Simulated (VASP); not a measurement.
# AlRu (P4/mmm) in VASP: a series of runs

Runs on AlRu. Level: PBE. Tasks: single point.

Program: VASP 6.6.1. These are calculated values, not measurements. Logs are shortened: lines on timing, memory, paths and dates and some standing lists are left out, and cuts for length are marked.

**1. The cell of the first run**

The structure is tetragonal, space group P4/mmm (No. 123). Conventional cell: a = 2.992 Å, b = 2.992 Å, c = 2.902 Å, α = 90.00°, β = 90.00°, γ = 90.00°. Within 3.4 Å of Al (site symmetry 4/mmm) lie 8 Ru at 2.57 Å and 6 Al at 2.90 to 2.99 Å. Within 3.4 Å of Ru (site symmetry 4/mmm) lie 8 Al at 2.57 Å and 6 Ru at 2.90 to 2.99 Å.

**2. Single point, PBE (z stretched by -3 %, then relaxed in part)**

Contents of INCAR:

```
SYSTEM = AlRu
PREC = Accurate
ENCUT = 520
EDIFF = 1E-6
ISMEAR = -1
SIGMA = 0.05
LREAL = .False.
LASPH = .True.
NELM = 100
ALGO = Normal
ISIF = 2
LWAVE = .False.
LCHARG = .True.
GGA = PE
LELF = .True.
LVHAR = .True.
NBANDS = 16
```

Contents of KPOINTS:

```
Automatic mesh
0
Gamma
  16 16 16
  0 0 0
```

Contents of POSCAR:

```
AlRu
1.0
    2.9916000000      0.0000000000      0.0000000000
    0.0000000000      2.9916000000      0.0000000000
    0.0000000000      0.0000000000      2.9018520000
Al Ru
1 1
Direct
    0.0000000000      0.0000000000      0.0000000000
    0.5000000000      0.5000000000      0.5000000000
```

Potentials or basis: VASP PAW PBE potentials, release 64 (Al, Ru_pv).

The run is started by

```sh
$ cat potpaw_PBE.64/Al/POTCAR potpaw_PBE.64/Ru_pv/POTCAR > POTCAR
$ mpirun -np 1 vasp_std > vasp.out
```

OUTCAR:

```text
SYSTEM = AlRu
   PREC = Accurate
   ENCUT = 520
   EDIFF = 1E-6
   ISMEAR = -1
   LREAL = .False.
   LASPH = .True.
   NELM = 100
   ISIF = 2
   GGA = PE

 ion  position               nearest neighbor table
   1  0.000  0.000  0.000-   2 2.57   2 2.57   2 2.57   2 2.57   2 2.57   2 2.57   2 2.57   2 2.57

   2  0.500  0.500  0.500-   1 2.57   1 2.57   1 2.57   1 2.57   1 2.57   1 2.57   1 2.57   1 2.57

  LATTYP: Found a simple tetragonal cell.
 ALAT       =     2.9916000000
 C/A-ratio  =     0.9700000000

  Lattice vectors:

 A1 = (   2.9916000000,   0.0000000000,   0.0000000000)
 A2 = (   0.0000000000,   2.9916000000,   0.0000000000)
 A3 = (   0.0000000000,   0.0000000000,   2.9018520000)

Analysis of symmetry for initial positions (statically):
=====================================================================
 Subroutine PRICEL returns:
 Original cell was already a primitive cell.

 Routine SETGRP: Setting up the symmetry group for a
 simple tetragonal supercell.

 Subroutine GETGRP returns: Found 16 space group operations
 (whereof 16 operations were pure point group operations)
 out of a pool of 16 trial point group operations.

The static configuration has the point symmetry D_4h.

Analysis of symmetry for dynamics (positions and initial velocities):
=====================================================================
 Subroutine PRICEL returns:
 Original cell was already a primitive cell.

 Routine SETGRP: Setting up the symmetry group for a
 simple tetragonal supercell.

 Subroutine GETGRP returns: Found 16 space group operations
 (whereof 16 operations were pure point group operations)
 out of a pool of 16 trial point group operations.

The dynamic configuration has the point symmetry D_4h.

 Subroutine INISYM returns: Found 16 space group operations
 (whereof 16 operations are pure point group operations),
 and found     1 'primitive' translations

----------------------------------------------------------------------------------------

                                     Primitive cell

  volume of cell :      25.9706

  direct lattice vectors                    reciprocal lattice vectors
     2.991600000  0.000000000  0.000000000     0.334269287  0.000000000  0.000000000
     0.000000000  2.991600000  0.000000000     0.000000000  0.334269287  0.000000000
     0.000000000  0.000000000  2.901852000     0.000000000  0.000000000  0.344607513

  length of vectors
     2.991600000  2.991600000  2.901852000     0.334269287  0.334269287  0.344607513

  position of ions in fractional coordinates (direct lattice)
     0.000000000  0.000000000  0.000000000
     0.500000000  0.500000000  0.500000000

[... 73 lines left out ...]
   LASPH  =      T    aspherical Exc in radial PAW
   ENCUT  =  520.0 eV  38.22 Ry    6.18 a.u.   5.56  5.56  5.40*2*pi/ulx,y,z
   NELM   =    100;   NELMIN=  2; NELMDL= -5     # of ELM steps
   EDIFF  = 0.1E-05   stopping-criterion for ELM
   LREAL  =      F    real-space projection
   EDIFFG = 0.1E-04   stopping-criterion for IOM
   NSW    =      0    number of steps for IOM
   IBRION =     -1    ionic relax: 0-MD 1-quasi-New 2-CG
   NFREE  =      0    steps in history (QN), initial steepest desc. (CG)
   ISIF   =      2    stress and relaxation
   ISYM   =      2    0-nonsym 1-usesym 2-fastsym
   POTIM  = 0.5000    time-step for ionic-motion
   TEBEG  =    0.0;   TEEND  =   0.0 temperature during run
   PSTRESS=    0.0 pullay stress
   NELECT =      17.0000    total number of electrons
   NUPDOWN=      -1.0000    fix difference up-down
   EMIN   =  10.00;   EMAX   =-10.00  energy-range for DOS
   EFERMI =   0.00;   METHOD = LEGACY
   ISMEAR =    -1;   SIGMA  =   0.05  broadening in eV -4-tet -1-fermi 0-gaus
   EFERMI_NEDOS =   21; number of points for ismear=-14 and -15
   IALGO  =     38    algorithm
   IMIX   =      4    mixing-type and parameters
     AMIX     =   0.40;   BMIX     =  1.00
     AMIX_MAG =   1.60;   BMIX_MAG =  1.00
  volume/ion in A,a.u.               =      12.99        87.63
  Fermi-wavevector in a.u.,A,eV,Ry     =   1.421446  2.686143 27.490691  2.020509
  Thomas-Fermi vector in A             =   2.542255
   LORBIT       =      0    0 simple, 1 ext, 2 COOP (PROOUT), +10 PAW based schemes
   GGA     = PE    functional components
   LHFCALC =     F    Hartree Fock is set to
   AEXX    =    0.0000 exact exchange contribution
   IVDW    =     0    specifies the selected vdW correction
   LEPSILON=     F    determine dielectric tensor
   LRPA    =     F    only Hartree local field effects (RPA)
 non-spin polarized calculation
  energy-cutoff  :      520.00
  volume of cell :       25.97
 maximum number of plane-waves:       727
 NGX is ok and might be reduce to    24
   NGX = 11   NGY = 11   NGZ = 11

 number of electron      16.9999999 magnetization

 Free energy of the ion-electron system (eV)
  ---------------------------------------------------
  ext. energy  EPLUGINS =         0.00000000
  ---------------------------------------------------
  free energy    TOTEN  =       -14.22195858 eV

  energy without entropy =      -14.20870210  energy(sigma->0) =      -14.21533034

 E-fermi :  11.1747     XC(G=0): -12.7227

 val. band max:       11.1741300085   @ k =   0.2500   0.0000   0.1250
 cond. band min:      11.1757131610   @ k =   0.1250   0.0000   0.3750
 fundamental gap:      0.0015831524
 Fermi energy:        11.1747141943

 k-point     1 :       0.0000    0.0000    0.0000
  band No.  band energies     occupation
      1     -30.6324      2.00000
      2     -30.6324      2.00000
      3     -30.5929      2.00000
      4       1.2981      2.00000
      5       7.4112      2.00000
      6       7.4199      2.00000
[... 433 lines left out ...]
      3     -30.5728      2.00000
      4       5.4164      2.00000
      5       5.4697      2.00000
      6       8.3625      2.00000
[... 8 lines left out ...]
     15      23.6254      0.00000
     16      24.2710      0.00000

 [... further k-points ...]
[... 5 lines left out ...]
  --------------------------------------------------------------------------------------
  -------------------------------------------------------------------------------------
  Total        1.2515356      1.2515356      2.2105281      0.0000000      0.0000000      0.0000000
  in kB       77.2096323     77.2096323    136.3717212      0.0000000      0.0000000      0.0000000
  external PRESSURE =      96.9303286 kB  Pullay stress =       0.0000000 kB

 VOLUME and BASIS-vectors are now :
 -----------------------------------------------------------------------------
  energy-cutoff  :      520.00
  volume of cell :       25.97
      direct lattice vectors                 reciprocal lattice vectors
     2.991600000  0.000000000  0.000000000     0.334269287  0.000000000  0.000000000
     0.000000000  2.991600000  0.000000000     0.000000000  0.334269287  0.000000000
     0.000000000  0.000000000  2.901852000     0.000000000  0.000000000  0.344607513

 POSITION                                       TOTAL-FORCE (eV/Angst)
 -----------------------------------------------------------------------------------
      0.00000      0.00000      0.00000         0.000000      0.000000      0.000000
      1.49580      1.49580      1.45093         0.000000      0.000000      0.000000
 -----------------------------------------------------------------------------------
    total drift:                                0.000000     -0.000000     -0.000000

  FREE ENERGIE OF THE ION-ELECTRON SYSTEM (eV)
  ---------------------------------------------------
  free  energy   TOTEN  =       -14.2219585824 eV

  energy  without entropy=      -14.2087020965  energy(sigma->0) =      -14.21533034
```

stdout:

```text
POSCAR found type information on POSCAR AlRu
 POSCAR found :  2 types and       2 ions
 scaLAPACK will be used
 LDA part: xc-table for (Slater+PW92), standard interpolation
 POSCAR, INCAR and KPOINTS ok, starting setup
 FFT: planning ... GRIDC
 FFT: planning ... GRID_SOFT
 FFT: planning ... GRID
 WAVECAR not read
 entering main loop
```

It took 64 s on 1 thread of Intel Xeon 6975P-C, shared host; peak memory 0.28 GiB.

What came out:

* Free energy: -14.2220 eV
* Pressure: 9.7 GPa

Caveat: the cell differs from its parent crystal (z stretched by -3 %, then relaxed in part).

**3. Single point, PBE (z stretched by -2 %, then relaxed in part)**

Contents of INCAR:

```
SYSTEM = AlRu
ALGO = Normal
EDIFF = 1E-6
ENCUT = 520
GGA = PE
ISIF = 2
ISMEAR = -1
LASPH = .TRUE.
LCHARG = .FALSE.
LREAL = .FALSE.
LWAVE = .FALSE.
NBANDS = 16
NELM = 100
PREC = Accurate
SIGMA = 0.05
```

Contents of KPOINTS:

```
k-points
0
G
  16 16 16
  0 0 0
```

Changes to POSCAR since step 2:

```diff
@@ -4,3 +4,3 @@
     0.0000000000      2.9916000000      0.0000000000
-    0.0000000000      0.0000000000      2.9018520000
+    0.0000000000      0.0000000000      2.9317680000
 Al Ru
```

Potentials or basis: VASP PAW PBE potentials, release 64 (Al, Ru_pv).

The run is started by

```sh
$ cat potpaw_PBE.64/Al/POTCAR potpaw_PBE.64/Ru_pv/POTCAR > POTCAR
$ mpirun -np 1 vasp_std > vasp.out
```

OUTCAR:

```text
SYSTEM = AlRu
   EDIFF = 1E-6
   ENCUT = 520
   GGA = PE
   ISIF = 2
   ISMEAR = -1
   LASPH = .TRUE.
   LREAL = .FALSE.
   NELM = 100
   PREC = Accurate

 ion  position               nearest neighbor table
   1  0.000  0.000  0.000-   2 2.57   2 2.57   2 2.57   2 2.57   2 2.57   2 2.57   2 2.57   2 2.57

   2  0.500  0.500  0.500-   1 2.57   1 2.57   1 2.57   1 2.57   1 2.57   1 2.57   1 2.57   1 2.57

  LATTYP: Found a simple tetragonal cell.
 ALAT       =     2.9916000000
 C/A-ratio  =     0.9800000000

  Lattice vectors:

 A1 = (   2.9916000000,   0.0000000000,   0.0000000000)
 A2 = (   0.0000000000,   2.9916000000,   0.0000000000)
 A3 = (   0.0000000000,   0.0000000000,   2.9317680000)

Analysis of symmetry for initial positions (statically):
=====================================================================
 Subroutine PRICEL returns:
 Original cell was already a primitive cell.

 Routine SETGRP: Setting up the symmetry group for a
 simple tetragonal supercell.

 Subroutine GETGRP returns: Found 16 space group operations
 (whereof 16 operations were pure point group operations)
 out of a pool of 16 trial point group operations.

[... 163 lines left out ...]

 val. band max:       11.0180055938   @ k =   0.2500   0.0000   0.1250
 cond. band min:      11.0243942484   @ k =   0.1875   0.1250   0.0000
 fundamental gap:      0.0063886546
 Fermi energy:        11.0231899369

 k-point     1 :       0.0000    0.0000    0.0000
  band No.  band energies     occupation
      1     -30.7743      2.00000
      2     -30.7743      2.00000
      3     -30.7494      2.00000
      4       1.2111      2.00000
      5       7.3232      2.00000
      6       7.3296      2.00000
[... 433 lines left out ...]
      3     -30.7291      2.00000
      4       5.3315      2.00000
      5       5.3787      2.00000
      6       8.2802      2.00000
[... 8 lines left out ...]
     15      23.2363      0.00000
     16      23.8733      0.00000

 [... further k-points ...]

------------------------ aborting loop because EDIFF is reached ----------------------------------------

  FORCE on cell =-STRESS in cart. coord.  units (eV):
  Direction    XX          YY          ZZ          XY          YZ          ZX
  --------------------------------------------------------------------------------------
  -------------------------------------------------------------------------------------
  Total        0.9690673      0.9690673      1.5844753      0.0000000     -0.0000000      0.0000000
  in kB       59.1735830     59.1735830     96.7518806      0.0000000     -0.0000000      0.0000000
  external PRESSURE =      71.6996822 kB  Pullay stress =       0.0000000 kB

 VOLUME and BASIS-vectors are now :
 -----------------------------------------------------------------------------
  energy-cutoff  :      520.00
  volume of cell :       26.24
      direct lattice vectors                 reciprocal lattice vectors
     2.991600000  0.000000000  0.000000000     0.334269287  0.000000000  0.000000000
     0.000000000  2.991600000  0.000000000     0.000000000  0.334269287  0.000000000
     0.000000000  0.000000000  2.931768000     0.000000000  0.000000000  0.341091110

 POSITION                                       TOTAL-FORCE (eV/Angst)
 -----------------------------------------------------------------------------------
      0.00000      0.00000      0.00000         0.000000      0.000000      0.000000
      1.49580      1.49580      1.46588         0.000000      0.000000      0.000000
 -----------------------------------------------------------------------------------
    total drift:                                0.000000     -0.000000     -0.000000

  FREE ENERGIE OF THE ION-ELECTRON SYSTEM (eV)
  ---------------------------------------------------
  free  energy   TOTEN  =       -14.2414768427 eV

  energy  without entropy=      -14.2279286142  energy(sigma->0) =      -14.23470273
```

OSZICAR:

```text
N       E                     dE             d eps       ncg     rms          rms(c)
DAV:   1     0.116976465954E+03    0.11698E+03   -0.91327E+03 13264   0.989E+02
DAV:   2    -0.130105371957E+02   -0.12999E+03   -0.12390E+03 15264   0.294E+02
DAV:   3    -0.149058703532E+02   -0.18953E+01   -0.18893E+01 16568   0.371E+01
DAV:   4    -0.149196499568E+02   -0.13780E-01   -0.13757E-01 16304   0.332E+00
DAV:   5    -0.149198490800E+02   -0.19912E-03   -0.19894E-03 15544   0.386E-01    0.128E+01
DAV:   6    -0.143229254045E+02    0.59692E+00   -0.22700E+00 14080   0.163E+01    0.242E+00
DAV:   7    -0.142566875145E+02    0.66238E-01   -0.17040E-01 13728   0.463E+00    0.218E+00
DAV:   8    -0.142416637202E+02    0.15024E-01   -0.16360E-02 15680   0.107E+00    0.193E-01
DAV:   9    -0.142414829280E+02    0.18079E-03   -0.33640E-04 15744   0.165E-01    0.130E-01
DAV:  10    -0.142414784366E+02    0.44915E-05   -0.24465E-05 15168   0.535E-02    0.850E-03
DAV:  11    -0.142414772712E+02    0.11653E-05   -0.69384E-07 12288   0.849E-03    0.458E-03
DAV:  12    -0.142414768427E+02    0.42859E-06   -0.54717E-08  7856   0.242E-03
   1 F= -.14241477E+02 E0= -.14234703E+02  d E =-.135482E-01
```

stdout:

```text
POSCAR found type information on POSCAR AlRu
 POSCAR found :  2 types and       2 ions
 scaLAPACK will be used
 LDA part: xc-table for (Slater+PW92), standard interpolation
 POSCAR, INCAR and KPOINTS ok, starting setup
 FFT: planning ... GRIDC
 FFT: planning ... GRID_SOFT
 FFT: planning ... GRID
 WAVECAR not read
 entering main loop
```

Wall time 54 s (1 thread of Intel Xeon 6975P-C, shared host); peak memory 0.28 GiB.

What came out:

```
Free energy : -14.2415 eV
Pressure    : 7.2 GPa
```

Levels at points of the mesh, in eV from the Fermi level:
```
           k point  band 6  band 7  band 8  band 9  band 10  band 11  band 12  band 13
(0.00, 0.00, 0.00)   -3.69    0.08    0.21    0.21     5.95     5.95     6.58    11.02
(0.50, 0.00, 0.00)   -2.90   -1.74   -1.50    0.46     2.23     7.42    10.94    11.48
(0.50, 0.50, 0.00)   -1.47   -1.47   -1.09   -1.09     1.48     5.24     6.33    11.06
(0.00, 0.00, 0.50)   -2.81   -1.75   -1.75    0.37     2.59     7.40    10.95    10.95
(0.50, 0.00, 0.50)   -1.43   -1.32   -1.29   -1.25     1.61     5.54     6.47    10.58
(0.50, 0.50, 0.50)   -4.74    1.59    1.74    2.68     4.12     4.12     4.26     8.52
```

Caveat: the cell differs from its parent crystal (z stretched by -2 %, then relaxed in part).

**4. Single point, PBE (z stretched by -1 %, then relaxed in part)**

Contents of INCAR:

```
SYSTEM = AlRu
PREC = Accurate ; ENCUT = 520
EDIFF = 1E-6 ; ISMEAR = -1
SIGMA = 0.05 ; LREAL = .False.
LASPH = .True. ; NELM = 80
ALGO = Normal ; ISIF = 2
LWAVE = .False. ; LCHARG = .False.
GGA = PE ; NBANDS = 16
```

Contents of KPOINTS:

```
Automatic mesh
0
Gamma
  16 16 16
  0 0 0
```

Changes to POSCAR since step 3:

```diff
@@ -4,3 +4,3 @@
     0.0000000000      2.9916000000      0.0000000000
-    0.0000000000      0.0000000000      2.9317680000
+    0.0000000000      0.0000000000      2.9616840000
 Al Ru
```

The run is started by

```sh
$ cat potpaw_PBE.64/Al/POTCAR potpaw_PBE.64/Ru_pv/POTCAR > POTCAR
$ mpirun -np 1 vasp_std > vasp.out
```

It took 55 s on 1 thread of Intel Xeon 6975P-C, shared host; peak memory 0.28 GiB.

The run converged. Its results:

```
Free energy : -14.2546 eV
Pressure    : 4.8 GPa
```

Stress tensor (GPa, compression positive):
```
4.20 0.00 0.00
0.00 4.20 0.00
0.00 0.00 6.00
```

Levels at points of the mesh, in eV from the Fermi level:
| k point | band 7 | band 8 | band 9 | band 10 | band 11 | band 12 |
| --- | --- | --- | --- | --- | --- | --- |
| (0.00, 0.00, 0.00) | 0.12 | 0.19 | 0.19 | 6.01 | 6.01 | 6.32 |
| (0.50, 0.00, 0.00) | -1.68 | -1.56 | 0.44 | 2.25 | 7.43 | 10.98 |
| (0.50, 0.50, 0.00) | -1.43 | -1.14 | -1.14 | 1.50 | 5.27 | 6.28 |
| (0.00, 0.00, 0.50) | -1.68 | -1.68 | 0.39 | 2.43 | 7.42 | 10.98 |
| (0.50, 0.00, 0.50) | -1.33 | -1.25 | -1.22 | 1.56 | 5.41 | 6.34 |
| (0.50, 0.50, 0.50) | 1.60 | 1.67 | 2.62 | 4.12 | 4.12 | 4.19 |

Caveat: the cell differs from its parent crystal (z stretched by -1 %, then relaxed in part).

**5. The runs side by side**

| cell | gap on the mesh (eV) | pressure (GPa) |
| --- | --- | --- |
| a = 2.992, b = 2.992, c = 2.902 Å, 2 atoms | none | 9.7 |
| a = 2.992, b = 2.992, c = 2.932 Å, 2 atoms | none | 7.2 |
| a = 2.992, b = 2.992, c = 2.962 Å, 2 atoms | none | 4.8 |

Alike in all rows: task single point; level PBE; potentials or basis VASP PAW PBE potentials, release 64 (Al, Ru_pv); no spin polarisation; k mesh 16 × 16 × 16; cutoff (eV) 520; smearing fermi-dirac 0.05 eV.

Total energies depend on the potentials used, so only differences within one code and one set of settings carry meaning.
